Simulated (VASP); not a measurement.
Here is a VASP 6.6.1 calculation.

POSCAR

```
Ge
1.0
    0.0000000000      2.8371114698      2.8371114698
    2.8371114698      0.0000000000      2.8371114698
    2.8371114698      2.8371114698      0.0000000000
Ge
2
Direct
   -0.1250000000     -0.1250000000     -0.1250000000
    0.1250000000      0.1250000000      0.1250000000
```

Contents of INCAR.step1:

```
ALGO     = Normal         # electronic algorithm
EDIFF    = 1E-4           # SCF threshold, eV
ENCUT    = 520            # plane-wave cutoff, eV
GGA      = PE             # functional
ISMEAR   = -1             # smearing method
LASPH    = T              # aspherical terms in the spheres
LCHARG   = F              # write CHGCAR
LREAL    = F              # projectors in reciprocal space
LWAVE    = T              # write WAVECAR
NBANDS   = 21             # bands
NELM     = 80             # most SCF steps
PREC     = Accurate       # precision mode
SIGMA    = 0.02           # smearing width, eV
```

Contents of INCAR.step2:

```
ALGO     = Normal         # electronic algorithm
EDIFF    = 1E-6           # SCF threshold, eV
ENCUT    = 520            # plane-wave cutoff, eV
ISIF     = 2              # what is computed and relaxed
ISMEAR   = -1             # smearing method
ISTART   = 1            
LASPH    = T              # aspherical terms in the spheres
LCHARG   = F              # write CHGCAR
LMIXTAU  = T            
LREAL    = F              # projectors in reciprocal space
LWAVE    = F              # write WAVECAR
METAGGA  = R2SCAN         # meta-GGA
NBANDS   = 21             # bands
NELM     = 80             # most SCF steps
PREC     = Accurate       # precision mode
SIGMA    = 0.02           # smearing width, eV
```

Contents of KPOINTS:

```
k-points
0
Gamma
  10 10 10
```

Potentials or basis: VASP PAW PBE potentials, release 64 (Ge_d).

Run with:

```sh
$ cat potpaw_PBE.64/Ge_d/POTCAR > POTCAR
$ cp INCAR.step1 INCAR
$ mpirun -np 1 vasp_std > vasp.out
$ cp INCAR.step2 INCAR
$ mpirun -np 1 vasp_std > vasp.out
```

Q: Estimate the band gap on the k mesh.

A: 0.32 eV, direct.

Q: What does it give for the pressure?

A: 0.1 GPa.

Caveat: the PAW data sets were made with another functional, which shifts forces and pressure a little. A k mesh can miss the band edges.
